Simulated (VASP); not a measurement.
Here is a VASP 6.6.1 calculation.

File INCAR:

```
SYSTEM = GaN
PREC     = Accurate       ! precision mode
ENCUT    = 520            ! plane-wave cutoff, eV
EDIFF    = 1E-6           ! SCF threshold, eV
ISMEAR   = 0              ! smearing method
SIGMA    = 0.02           ! smearing width, eV
LREAL    = .False.        ! projectors in reciprocal space
LASPH    = .True.         ! aspherical terms in the spheres
NELM     = 100            ! most SCF steps
ALGO     = Normal         ! electronic algorithm
ISIF     = 2              ! what is computed and relaxed
LWAVE    = .False.        ! write WAVECAR
LCHARG   = .False.        ! write CHGCAR
GGA      = PS             ! functional
NBANDS   = 16             ! bands
```

File KPOINTS:

```
regular mesh
0
Gamma
  10 10 10
  0 0 0
```

POSCAR

```
GaN
1.0
    0.0000000000      2.2491150753      2.2491150753
    2.2491150753      0.0000000000      2.2491150753
    2.2491150753      2.2491150753      0.0000000000
Ga N
1 1
Direct
    0.0000000000      0.0000000000      0.0000000000
    0.2500000000      0.2500000000      0.2500000000
```

Potentials or basis: VASP PAW PBE potentials, release 64 (Ga_d, N).

Launch:

```bash
$ cat potpaw_PBE.64/Ga_d/POTCAR potpaw_PBE.64/N/POTCAR > POTCAR
$ mpirun -np 1 vasp_std > vasp.out
```

Q: Estimate the pressure.

A: -0.2 GPa.

Q: Estimate the band gap on the k mesh.

A: 1.72 eV, direct.

Caveat: the PAW data sets were made with another functional, which shifts forces and pressure a little. A hybrid or GW would open this gap; PBEsol tends to underestimate it.
